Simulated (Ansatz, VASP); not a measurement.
## ZnSe5 in VASP and in Ansatz

The input INCAR:

```
ALGO = Normal
EDIFF = 1E-6
EDIFFG = -0.04
ENCUT = 600
GGA = PE
IBRION = 2
ISIF = 3
ISMEAR = 0
LASPH = T
LCHARG = F
LREAL = F
LWAVE = F
NELM = 60
NSW = 90
PREC = Accurate
SIGMA = 0.1
```

The input KPOINTS:

```
k-points
0
Gamma
  3 3 4
```

File POSCAR:

```
ZnSe5
1.0
    6.1940423300      0.0000000000      0.0000000000
   -3.0970211700      5.3641980100      0.0000000000
    0.0000000000      0.0000000000      4.9348841000
Zn Se
1 5
Direct
    0.0000000000      0.0000000000      0.0000000000
    0.5000000000      0.0000000000      0.5000000000
    0.5000000000      0.5000000000      0.5000000000
    0.0000000000      0.5000000000      0.5000000000
    0.3333333300      0.6666666700      0.0000000000
    0.6666666700      0.3333333300      0.0000000000
```

Input for Ansatz:

```yaml
crystal:
  lattice:
    - [6.19404233, 0.0, 0.0]
    - [-3.09702117, 5.36419801, 0.0]
    - [0.0, 0.0, 4.9348841]
  atoms:
    - { symbol: Zn, position: [0.0, 0.0, 0.0] }
    - { symbol: Se, position: [0.5, 0.0, 0.5] }
    - { symbol: Se, position: [0.5, 0.5, 0.5] }
    - { symbol: Se, position: [0.0, 0.5, 0.5] }
    - { symbol: Se, position: [0.33333333, 0.66666667, 0.0] }
    - { symbol: Se, position: [0.66666667, 0.33333333, 0.0] }
basis:
  ecutwfc: 420
kpoints:
  mp_grid: { grid: [3, 3, 4] }
hamiltonian:
  xc: pbe
scf:
  occupations: { method: gaussian, width: 0.1 }
  lower_state_search: "off"
output:
  forces: true
  stress: true
  eigenvalues: true
relax:
  adjacent_minimum: "off"
  f_tol: 0.04
  max_steps: 70
  cell: { stress_tol: 0.4 }
```

Change from the starting cell: species swapped into the SmZn5 type (P6/mmm, No. 191).

Alike in both runs: task relaxation of cell and atoms; functional PBE; k mesh 3 × 3 × 4; occupations gaussian, width 0.1 eV; no spin polarisation.

|  | VASP | Ansatz |
| --- | --- | --- |
| version | VASP 6.6.1 | Ansatz 0.2.0 |
| potentials or method | VASP PAW PBE potentials, release 64 (Zn, Se), cutoff 600 eV | scalar-relativistic, plane waves, PAW |
| valence electrons in the cell | 42 | 92 |

Ansatz gave:

```
gap on the k mesh at the Fermi level, each at its own relaxed structure (eV) : none
relaxed volume (Å³/atom)                                                     : 26.90
relaxed cell length with the largest relative difference (Å)                 : 7.268
```

Estimate VASP's values.

gap on the k mesh at the Fermi level, each at its own relaxed structure (eV): none; relaxed volume (Å³/atom): 26.99; relaxed cell length with the largest relative difference (Å): 7.294.

A gap of «none» marks a metal or a gap that the smearing closes. VASP's potentials hold 42 valence electrons a cell and Ansatz's 92, so a difference there can come from the potentials and not from the codes.

The k mesh is coarse, so the values compare programs but aren't converged.
